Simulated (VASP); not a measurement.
# LiRuSe2 (P-6m2) in VASP: relaxation of cell and atoms with PBE

Aim: the relaxation of cell and atoms of LiRuSe2 with PBE.

Program: VASP 6.6.1. These are calculated values, not measurements. Logs are shortened: lines on timing, memory, paths and dates and some standing lists are left out, and cuts for length are marked.

## Step 1: The cell of the first run

It takes space group P-6m2 (No. 187, hexagonal). The conventional cell has a = 3.571 Å, b = 3.571 Å, c = 6.802 Å, α = 90.00°, β = 90.00°, γ = 120.00°. Li (site symmetry -6m2) has 6 Se at 2.80 Å and 6 Li at 3.57 Å within 3.7 Å. Ru (site symmetry -6m2) has 6 Se at 2.55 Å within 3.4 Å. Se (site symmetry 3m) has 3 Ru at 2.55 Å and 3 Li at 2.80 Å and 1 Se at 3.00 Å within 3.4 Å.

## Step 2: Relaxation of cell and atoms, PBE

File INCAR:

```
PREC = Accurate
ENCUT = 750
EDIFF = 1E-7
ISMEAR = 0
SIGMA = 0.1
LREAL = F
LASPH = T
NELM = 120
ALGO = Normal
ISIF = 3
LWAVE = F
LCHARG = F
GGA = PE
IBRION = 2
NSW = 100
EDIFFG = -0.01
GGA_COMPAT = F
NELMIN = 4
```

File KPOINTS:

```
regular mesh
0
Gamma
  18 18 8
```

File POSCAR:

```
LiRuSe2
1.0
    3.5707900994      0.0000000000      0.0000000000
   -1.7853950497      3.0923949377      0.0000000000
    0.0000000000      0.0000000000      6.8019500105
Li Ru Se
1 1 2
Direct
    0.3333333333      0.6666666667      0.5000000000
    0.0000000000      0.0000000000      0.0000000000
    0.6666666667      0.3333333333      0.2207361640
    0.6666666667      0.3333333333      0.7792638360
```

Potentials or basis: VASP PAW PBE potentials, release 64 (Li_sv, Ru_pv, Se).

Started as:

```console
cat potpaw_PBE.64/Li_sv/POTCAR potpaw_PBE.64/Ru_pv/POTCAR potpaw_PBE.64/Se/POTCAR > POTCAR
mpirun -np 1 vasp_std > vasp.out
```

OUTCAR:

```text
PREC = Accurate
   ENCUT = 750
   EDIFF = 1E-7
   ISMEAR = 0
   LREAL = F
   LASPH = T
   NELM = 120
   ISIF = 3
   GGA = PE
   IBRION = 2
   NSW = 100
   EDIFFG = -0.01
   NELMIN = 4

 ion  position               nearest neighbor table
   1  0.333  0.667  0.500-
   2  0.000  0.000  0.000-   3 2.55   4 2.55   3 2.55   4 2.55   3 2.55   4 2.55
   3  0.667  0.333  0.221-   2 2.55   2 2.55   2 2.55
   4  0.667  0.333  0.779-   2 2.55   2 2.55   2 2.55

  LATTYP: Found a hexagonal cell.
 ALAT       =     3.5707900994
 C/A-ratio  =     1.9048865436

  Lattice vectors:

 A1 = (   3.5707900994,   0.0000000000,   0.0000000000)
 A2 = (  -1.7853950497,   3.0923949377,   0.0000000000)
 A3 = (   0.0000000000,   0.0000000000,   6.8019500105)

Analysis of symmetry for initial positions (statically):
=====================================================================
 Subroutine PRICEL returns:
 Original cell was already a primitive cell.

 Routine SETGRP: Setting up the symmetry group for a
 hexagonal supercell.

 Subroutine GETGRP returns: Found 12 space group operations
 (whereof 12 operations were pure point group operations)
 out of a pool of 24 trial point group operations.

The static configuration has the point symmetry D_3h.

Analysis of symmetry for dynamics (positions and initial velocities):
=====================================================================
 Subroutine PRICEL returns:
 Original cell was already a primitive cell.

 Routine SETGRP: Setting up the symmetry group for a
 hexagonal supercell.

 Subroutine GETGRP returns: Found 12 space group operations
 (whereof 12 operations were pure point group operations)
 out of a pool of 24 trial point group operations.

The dynamic configuration has the point symmetry D_3h.

 Subroutine INISYM returns: Found 12 space group operations
 (whereof 12 operations are pure point group operations),
 and found     1 'primitive' translations

----------------------------------------------------------------------------------------

                                     Primitive cell

  volume of cell :      75.1091

  direct lattice vectors                    reciprocal lattice vectors
     3.570790099  0.000000000  0.000000000     0.280050065  0.161686981  0.000000000
    -1.785395050  3.092394938  0.000000000     0.000000000  0.323373961  0.000000000
     0.000000000  0.000000000  6.801950010     0.000000000  0.000000000  0.147016664

  length of vectors
     3.570790099  3.570790099  6.801950010     0.323373961  0.323373961  0.147016664

  position of ions in fractional coordinates (direct lattice)
     0.333333333  0.666666667  0.500000000
     0.000000000  0.000000000  0.000000000
     0.666666667  0.333333333  0.220736164
     0.666666667  0.333333333  0.779263836

  ion indices of the primitive-cell ions
   primitive index   ion index
                 1           1
                 2           2
                 3           3
                 4           4

----------------------------------------------------------------------------------------

 KPOINTS: regular mesh

Automatic generation of k-mesh.
 Grid dimensions read from file:
 generate k-points for:   18   18    8

 Generating k-lattice:

  Cartesian coordinates                     Fractional coordinates (reciprocal lattice)
     0.015558337  0.008982610  0.000000000     0.055555556  0.000000000  0.000000000
     0.000000000  0.017965220  0.000000000     0.000000000  0.055555556  0.000000000
     0.000000000  0.000000000  0.018377083     0.000000000  0.000000000  0.125000000

  Length of vectors
     0.017965220  0.017965220  0.018377083

  Shift w.r.t. Gamma in fractional coordinates (k-lattice)
     0.000000000  0.000000000  0.000000000

 Subroutine IBZKPT returns following result:
 ===========================================

 Found    185 irreducible k-points:

 Following reciprocal coordinates:
            Coordinates               Weight
  0.000000  0.000000  0.000000      1.000000
  0.055556 -0.000000  0.000000      6.000000
  0.111111 -0.000000  0.000000      6.000000
  0.166667  0.000000  0.000000      6.000000
  0.222222 -0.000000  0.000000      6.000000
  0.277778 -0.000000  0.000000      6.000000
[... 16 lines left out ...]
  0.333333  0.111111  0.000000     12.000000
  0.388889  0.111111  0.000000     12.000000
 [... further k-points ...]
   k-points           NKPTS =    185   k-points in BZ     NKDIM =    185   number of bands    NBANDS=     18
   number of dos      NEDOS =    301   number of ions     NIONS =      4
   total plane-waves  NPLWV =  65536
   dimension x,y,z NGX =    32 NGY =   32 NGZ =   64
   dimension x,y,z NGXF=    64 NGYF=   64 NGZF=  128
   ions per type =               1   1   2
   NGX,Y,Z   is equivalent  to a cutoff of  14.90, 14.90, 15.64 a.u.
   NGXF,Y,Z  is equivalent  to a cutoff of  29.80, 29.80, 31.28 a.u.
 SYSTEM =  unknown system
   PREC   = accura    normal or accurate (medium, high low for compatibility)
   ISTART =      0    job   : 0-new  1-cont  2-samecut
   ICHARG =      2    charge: 1-file 2-atom 10-const
   ISPIN  =      1    spin polarized calculation?
   LNONCOLLINEAR =      F non collinear calculations
   LSORBIT =      F    spin-orbit coupling
   LASPH  =      T    aspherical Exc in radial PAW
   ENCUT  =  750.0 eV  55.12 Ry    7.42 a.u.   7.97  7.97 15.19*2*pi/ulx,y,z
   NELM   =    120;   NELMIN=  4; NELMDL= -5     # of ELM steps
   EDIFF  = 0.1E-06   stopping-criterion for ELM
   LREAL  =      F    real-space projection
   EDIFFG = -.1E-01   stopping-criterion for IOM
   NSW    =    100    number of steps for IOM
   IBRION =      2    ionic relax: 0-MD 1-quasi-New 2-CG
   NFREE  =      1    steps in history (QN), initial steepest desc. (CG)
   ISIF   =      3    stress and relaxation
   ISYM   =      2    0-nonsym 1-usesym 2-fastsym
   POTIM  = 0.5000    time-step for ionic-motion
   TEBEG  =    0.0;   TEEND  =   0.0 temperature during run
   PSTRESS=    0.0 pullay stress
   NELECT =      29.0000    total number of electrons
   NUPDOWN=      -1.0000    fix difference up-down
   EMIN   =  10.00;   EMAX   =-10.00  energy-range for DOS
   EFERMI =   0.00;   METHOD = LEGACY
   ISMEAR =     0;   SIGMA  =   0.10  broadening in eV -4-tet -1-fermi 0-gaus
   EFERMI_NEDOS =   21; number of points for ismear=-14 and -15
   IALGO  =     38    algorithm
   IMIX   =      4    mixing-type and parameters
     AMIX     =   0.40;   BMIX     =  1.00
     AMIX_MAG =   1.60;   BMIX_MAG =  1.00
  volume/ion in A,a.u.               =      18.78       126.72
  Fermi-wavevector in a.u.,A,eV,Ry     =   1.192092  2.252728 19.335026  1.421084
  Thomas-Fermi vector in A             =   2.328139
   LORBIT       =      0    0 simple, 1 ext, 2 COOP (PROOUT), +10 PAW based schemes
   GGA     = PE    functional components
   LHFCALC =     F    Hartree Fock is set to
   AEXX    =    0.0000 exact exchange contribution
   IVDW    =     0    specifies the selected vdW correction
   LEPSILON=     F    determine dielectric tensor
   LRPA    =     F    only Hartree local field effects (RPA)
 conjugate gradient relaxation of ions
 non-spin polarized calculation
 Gauss-broadening in eV      SIGMA  =   0.10
  energy-cutoff  :      750.00
  volume of cell :       75.11
 maximum number of plane-waves:      3570
 NGX is ok and might be reduce to    32
   NGX = 15   NGY = 15   NGZ = 31

--------------------------------------- Ionic step        1  -------------------------------------------

 number of electron      29.0000000 magnetization

 Free energy of the ion-electron system (eV)
  ---------------------------------------------------
  ext. energy  EPLUGINS =         0.00000000
  ---------------------------------------------------
  free energy    TOTEN  =       -19.25756726 eV

  energy without entropy =      -19.24417112  energy(sigma->0) =      -19.25086919

------------------------ aborting loop because EDIFF is reached ----------------------------------------

  FORCE on cell =-STRESS in cart. coord.  units (eV):
  Direction    XX          YY          ZZ          XY          YZ          ZX
  --------------------------------------------------------------------------------------
  -------------------------------------------------------------------------------------
  Total       -0.0918772     -0.0918772      0.2191149      0.0000000      0.0000000      0.0000000
  in kB       -1.9598630     -1.9598630      4.6740117      0.0000000      0.0000000      0.0000000
  external PRESSURE =       0.2514285 kB  Pullay stress =       0.0000000 kB
[... 175 lines left out ...]
  energy  without entropy=      -19.2454406848  energy(sigma->0) =      -19.25215244

--------------------------------------- Ionic step        6  -------------------------------------------

 number of electron      29.0000001 magnetization

 Free energy of the ion-electron system (eV)
  ---------------------------------------------------
  ext. energy  EPLUGINS =         0.00000000
  ---------------------------------------------------
  free energy    TOTEN  =       -19.25900056 eV

  energy without entropy =      -19.24558903  energy(sigma->0) =      -19.25229480

 E-fermi :   5.8130     XC(G=0): -10.0761

 val. band max:        5.8101042196   @ k =   0.3333   0.2222   0.1250
 cond. band min:       5.8232334153   @ k =   0.3333   0.1667   0.3750
 fundamental gap:      0.0131291957
 Fermi energy:         5.8130004501

 k-point     1 :       0.0000    0.0000    0.0000
  band No.  band energies     occupation
      1     -41.4847      2.00000
      2     -37.0691      2.00000
      3     -36.8525      2.00000
      4     -36.8525      2.00000
      5      -9.3100      2.00000
      6      -8.0376      2.00000
[... 10 lines left out ...]
     17       6.8357      0.00000
     18       8.4070      0.00000
[... 466 lines left out ...]
      2     -37.0608      2.00000
      3     -36.8963      2.00000
      4     -36.8666      2.00000
      5      -8.1820      2.00000
      6      -7.3623      2.00000
[... 10 lines left out ...]
     17       7.6563      0.00000
     18       7.9170      0.00000

 [... further k-points ...]

------------------------ aborting loop because EDIFF is reached ----------------------------------------

  FORCE on cell =-STRESS in cart. coord.  units (eV):
  Direction    XX          YY          ZZ          XY          YZ          ZX
  --------------------------------------------------------------------------------------
  -------------------------------------------------------------------------------------
  Total        0.0251704      0.0251704      0.0195053      0.0000000      0.0000000      0.0000000
  in kB        0.5358355      0.5358355      0.4152357      0.0000000      0.0000000      0.0000000
  external PRESSURE =       0.4956355 kB  Pullay stress =       0.0000000 kB
[... 19 lines left out ...]
  FREE ENERGIE OF THE ION-ELECTRON SYSTEM (eV)
  ---------------------------------------------------
  free  energy   TOTEN  =       -19.2590005615 eV

  energy  without entropy=      -19.2455890314  energy(sigma->0) =      -19.25229480

 reached required accuracy - stopping structural energy minimisation
```

It took 19 min on 1 thread of Intel Xeon Platinum 8259CL at 2.50GHz (Skylake/Cascade Lake), shared host; peak memory 0.62 GiB.

What came out:

- Free energy: -19.2590 eV
- Relaxed volume: 18.82 Å³/atom
- Relaxed cell: a = 3.558 Å, b = 3.558 Å, c = 6.864 Å, α = 90.00°, β = 90.00°, γ = 120.00°
- Space group after relaxing (to 0.1 Å): P-6m2 (No. 187)
- Energy gained by relaxing: 0.4 meV/atom
- Ionic steps: 6
- Pressure after relaxing: 0.0 GPa
- Largest force after relaxing: 0.004 eV/Å
- Band gap on the k mesh: zero (an odd number of electrons rules out a gap without spin polarisation)

Forces on the atoms (eV/Å):
```
Li   0.000  0.000  0.000
Ru   0.000  0.000  0.000
Se   0.000  0.000 -0.004
Se   0.000  0.000  0.004
```

Step by step:
```csv
step,energy change (eV),largest force (eV/Å),pressure (GPa),volume (Å³)
1,0.0000,0.0128,0.03,75.11
2,-0.0007,0.0280,-0.01,75.14
3,-0.0011,0.0544,-0.08,75.20
4,-0.0013,0.0023,0.19,75.07
5,-0.0013,0.0138,0.13,75.10
6,-0.0014,0.0043,0.05,75.26
```

Final structure:
```cif
data_structure
_symmetry_space_group_name_H-M 'P 1'
_symmetry_Int_Tables_number 1
_cell_length_a 3.5583
_cell_length_b 3.5583
_cell_length_c 6.8635
_cell_angle_alpha 90.000
_cell_angle_beta 90.000
_cell_angle_gamma 120.000
_cell_volume 75.26
loop_
_atom_site_label
_atom_site_type_symbol
_atom_site_fract_x
_atom_site_fract_y
_atom_site_fract_z
_atom_site_occupancy
Li1 Li 0.33333 0.66667 0.50000 1
Ru1 Ru 0.00000 0.00000 0.00000 1
Se1 Se 0.66667 0.33333 0.21964 1
Se2 Se 0.66667 0.33333 0.78036 1
```

Caveat: an odd number of electrons without spin polarisation forces a metal; a magnetic or distorted state may lie lower.
